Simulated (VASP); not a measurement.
# TiIn15O24 (a cell with a defect): electric field gradients with PBE

System: TiIn15O24 (a cell with a defect).

```
CELL_PARAMETERS angstrom
-5.51621 -3.18478 4.86369
5.51621 -3.18478 4.86369
0.00000 6.36957 4.86369
ATOMIC_POSITIONS crystal
Ti 0.64288 0.64288 0.64288
In 0.14288 0.14288 0.64288
In 0.14288 0.64288 0.14288
In 0.64288 0.14288 0.14288
In 0.85712 0.85712 0.85712
In 0.35712 0.35712 0.85712
In 0.35712 0.85712 0.35712
In 0.85712 0.35712 0.35712
In 0.35712 0.35712 0.35712
In 0.85712 0.85712 0.35712
In 0.85712 0.35712 0.85712
In 0.35712 0.85712 0.85712
In 0.14288 0.14288 0.14288
In 0.64288 0.64288 0.14288
In 0.64288 0.14288 0.64288
In 0.14288 0.64288 0.64288
O 0.60175 0.25000 0.39825
O 0.10175 0.75000 0.39825
O 0.10175 0.25000 0.89825
O 0.60175 0.75000 0.89825
O 0.25000 0.39825 0.60175
O 0.75000 0.89825 0.60175
O 0.75000 0.39825 0.10175
O 0.25000 0.89825 0.10175
O 0.39825 0.60175 0.25000
O 0.89825 0.10175 0.25000
O 0.89825 0.60175 0.75000
O 0.39825 0.10175 0.75000
O 0.39825 0.75000 0.60175
O 0.89825 0.25000 0.60175
O 0.89825 0.75000 0.10175
O 0.39825 0.25000 0.10175
O 0.60175 0.39825 0.75000
O 0.10175 0.89825 0.75000
O 0.10175 0.39825 0.25000
O 0.60175 0.89825 0.25000
O 0.75000 0.60175 0.39825
O 0.25000 0.10175 0.39825
O 0.25000 0.60175 0.89825
O 0.75000 0.10175 0.89825
```

* Program: VASP 6.6.1
* Task: electric field gradients
* Functional: PBE
* Potentials or basis: VASP PAW PBE potentials, release 64 (Ti_sv, In_d, O)
* Cutoff: 520 eV
* k mesh: 3 × 3 × 3
* Occupations: fermi-dirac, width 0.01 eV
* Spin: no spin polarisation
* Dipole correction: no
* Charge: 1
* Further INCAR settings: LREAL = Auto; ALGO = Normal; EDIFF = 1e-08; NBANDS = 202; NELECT = 350.0

```
Largest force                           : 3.066 eV/Å
Largest electric field gradient by atom : Ti +19.1; In +41.0, +44.3, +40.6, +39.8, +40.9, +41.4, +46.6 (each value once); O -44.9, -50.0, -45.4, -45.3, -36.3, -43.1, -47.9, -47.8 (each value once) V/Å²
```

Forces on the atoms (eV/Å):
```
Ti   0.000  0.000  0.204
In   0.036 -0.051 -0.079
In  -0.063 -0.006 -0.079
In   0.026  0.057 -0.079
In   0.000  0.000  0.564
In   0.272  0.520 -0.166
In   0.314 -0.495 -0.166
In  -0.586 -0.024 -0.166
In   0.000  0.000 -0.081
In   0.116 -0.594  0.278
In  -0.572  0.196  0.278
In   0.456  0.397  0.278
In   0.000  0.000 -0.104
In   0.060 -0.001 -0.222
In  -0.031 -0.051 -0.222
In  -0.029  0.052 -0.222
O   -0.044  0.071  0.179
O   -0.016  0.190  0.053
O    0.054 -0.095 -0.045
O   -0.630 -1.223 -1.228
O    0.083  0.003  0.179
O   -0.744  1.157 -1.228
O    0.172 -0.082  0.053
O   -0.110  0.001 -0.045
O   -0.039 -0.073  0.179
O    0.055  0.095 -0.045
O    1.374  0.066 -1.228
O   -0.157 -0.108  0.053
O   -2.798 -0.260  1.226
O    0.217  0.142 -0.046
O    0.092  0.133 -0.164
O   -0.016 -0.126  0.019
O    1.624 -2.293  1.226
O   -0.161  0.013 -0.164
O    0.117  0.049  0.019
O   -0.232  0.117 -0.046
O    1.173  2.553  1.226
O   -0.101  0.076  0.019
O    0.015 -0.259 -0.046
O    0.069 -0.146 -0.164
```

Levels at points of the mesh, in eV from the Fermi level:
```csv
k point,band 172,band 173,band 174,band 175,band 176,band 177,band 178,band 179
"(0.00, 0.00, 0.00)",-0.40,-0.37,-0.29,-0.29,1.05,1.47,1.47,1.49
```

Electric field gradients, principal values (V/Å²):
```
 atom    least   middle  greatest (by size)
 1 Ti   -9.532   -9.532              19.064
 2 In  -17.409  -23.586              40.995
 3 In  -17.409  -23.586              40.995
 4 In  -17.409  -23.586              40.995
 5 In  -22.144  -22.144              44.288
 6 In  -10.198  -30.413              40.611
 7 In  -10.198  -30.413              40.611
 8 In  -10.198  -30.413              40.611
 9 In  -19.883  -19.883              39.765
10 In  -16.019  -24.850              40.869
11 In  -16.019  -24.850              40.869
12 In  -16.019  -24.850              40.869
13 In  -20.710  -20.710              41.421
14 In  -12.497  -34.099              46.596
15 In  -12.497  -34.099              46.596
16 In  -12.497  -34.099              46.596
 17 O    8.805   36.095             -44.900
 18 O   11.372   38.580             -49.952
 19 O   10.109   35.263             -45.371
 20 O   11.586   33.713             -45.299
 21 O    8.805   36.095             -44.900
 22 O   11.586   33.713             -45.299
 23 O   11.372   38.580             -49.952
 24 O   10.109   35.263             -45.371
 25 O    8.805   36.095             -44.900
 26 O   10.109   35.263             -45.371
 27 O   11.586   33.713             -45.299
 28 O   11.372   38.580             -49.952
 29 O    5.682   30.652             -36.334
 30 O   10.094   33.045             -43.139
 31 O   12.228   35.622             -47.850
 32 O   11.815   35.965             -47.779
 33 O    5.682   30.652             -36.334
 34 O   12.228   35.622             -47.850
 35 O   11.815   35.965             -47.779
 36 O   10.094   33.045             -43.139
 37 O    5.682   30.652             -36.334
 38 O   11.815   35.965             -47.779
 39 O   10.094   33.045             -43.139
 40 O   12.228   35.622             -47.850
```

Wall time 2.6 min on 1 × NVIDIA H100 80GB with 1 thread of Intel(R) Xeon(R) Platinum 8481C CPU @ 2.70GHz (Sapphire Rapids) (shared host), peak memory 1.6 GiB.

Caveat: the cell carries a net charge on a neutralising background, which shifts energy and pressure; the cell is charged against a uniform background, so pressure and absolute levels hang on convention; without QUAD_EFG the Cq values of the log hold for a quadrupole moment of 1 mb, not for the nuclei; spin-orbit coupling is left out, which moves the levels of the heavy elements.
